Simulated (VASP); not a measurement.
A run of VASP 6.6.1 is set up as follows.

File INCAR:

```
SYSTEM = P
PREC = Accurate ; ENCUT = 500
EDIFF = 1E-6 ; ISMEAR = 0
SIGMA = 0.15 ; LREAL = .False.
LASPH = .True. ; NELM = 120
ALGO = Normal ; ISIF = 2
LWAVE = .False. ; LCHARG = .False.
GGA = PS ; NBANDS = 8
GGA_COMPAT = .False.
```

File KPOINTS:

```
regular mesh
0
Gamma
  12 12 12
  0 0 0
```

File POSCAR:

```
P
1.0
    4.2729048574      0.0000000000      0.0801169661
    0.0000000000      4.2729048574      0.0000000000
    0.0820875000      0.0000000000      4.3780000000
P
1
Direct
    0.0000000000      0.0000000000      0.0000000000
```

Potentials or basis: VASP PAW PBE potentials, release 64 (P).

The run is started by

```bash
$ cat potpaw_PBE.64/P/POTCAR > POTCAR
$ mpirun -np 1 vasp_std > vasp.out
```

Task: What does it give for the pressure?

Result: -3.9 GPa.

Task: Estimate the band gap on the k mesh.

Result: Zero (an odd number of electrons rules out a gap without spin polarisation).

Stress tensor (GPa, compression positive):
```
-3.99  0.00 -0.14
 0.00 -3.99  0.00
-0.14  0.00 -3.57
```

Caveat: the cell differs from its parent crystal (strain +0.0375 x Voigt [0, 0, 0, 0, 1, 0]); the cell stands under tension; the PAW data sets were made with another functional, which shifts forces and pressure a little.
